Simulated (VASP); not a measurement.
Wanted: the native input for a VASP 6.6.1 run.

| Property | Result |
| --- | --- |
| Task | single point |
| Functional | r2SCAN |
| Potentials or basis | VASP PAW PBE potentials, release 64 (Na_pv, Cl) |
| Cutoff | 520 eV |
| k mesh | 7 × 7 × 7 |
| Occupations | fermi-dirac, width 0.05 eV |
| Spin | no spin polarisation |
| Dipole correction | no |
| Further INCAR settings | ALGO = Normal; EDIFF = 1e-07; NBANDS = 14 |

NaCl:

```
Na Cl
1.0
     0.00000    2.80000    2.80000
     2.80000    0.00000    2.80000
     2.80000    2.80000    0.00000
Na Cl
1 1
Direct
  0.00000 0.00000 0.00000
  0.50000 0.50000 0.50000
```

The input as run:

POSCAR

```
NaCl
1.0
    0.0000000000      2.8000000000      2.8000000000
    2.8000000000      0.0000000000      2.8000000000
    2.8000000000      2.8000000000      0.0000000000
Na Cl
1 1
Direct
    0.0000000000      0.0000000000      0.0000000000
    0.5000000000      0.5000000000      0.5000000000
```

INCAR.step1

```
ALGO     = Normal         # electronic algorithm
EDIFF    = 1E-4           # SCF threshold, eV
ENCUT    = 520            # plane-wave cutoff, eV
GGA      = PE             # functional
ISMEAR   = -1             # smearing method
LASPH    = T              # aspherical terms in the spheres
LCHARG   = F              # write CHGCAR
LREAL    = F              # projectors in reciprocal space
LWAVE    = T              # write WAVECAR
NBANDS   = 14             # bands
NELM     = 80             # most SCF steps
PREC     = Accurate       # precision mode
SIGMA    = 0.05           # smearing width, eV
```

INCAR.step2

```
ALGO     = Normal         # electronic algorithm
EDIFF    = 1E-7           # SCF threshold, eV
ENCUT    = 520            # plane-wave cutoff, eV
ISIF     = 2              # what is computed and relaxed
ISMEAR   = -1             # smearing method
ISTART   = 1            
LASPH    = T              # aspherical terms in the spheres
LCHARG   = T              # write CHGCAR
LELF     = T              # ELF
LMIXTAU  = T            
LREAL    = F              # projectors in reciprocal space
LVHAR    = T            
LWAVE    = F              # write WAVECAR
METAGGA  = R2SCAN         # meta-GGA
NBANDS   = 14             # bands
NELM     = 80             # most SCF steps
PREC     = Accurate       # precision mode
SIGMA    = 0.05           # smearing width, eV
```

KPOINTS

```
k-points
0
Gamma
  7 7 7
```

Potentials or basis: VASP PAW PBE potentials, release 64 (Na_pv, Cl).

Launch:

```bash
$ cat potpaw_PBE.64/Na_pv/POTCAR potpaw_PBE.64/Cl/POTCAR > POTCAR
$ cp INCAR.step1 INCAR
$ mpirun -np 1 vasp_std > vasp.out
$ cp INCAR.step2 INCAR
$ mpirun -np 1 vasp_std > vasp.out
```

Results of the run:

The pressure is -0.1 GPa and the band gap on the k mesh is 6.01 eV, direct.

Caveat: the PAW data sets were made with another functional, which shifts forces and pressure a little.

It took 60 s on 1 thread of AMD EPYC 7R13 Processor (Zen 3), on a shared host, peak memory 0.13 GiB.
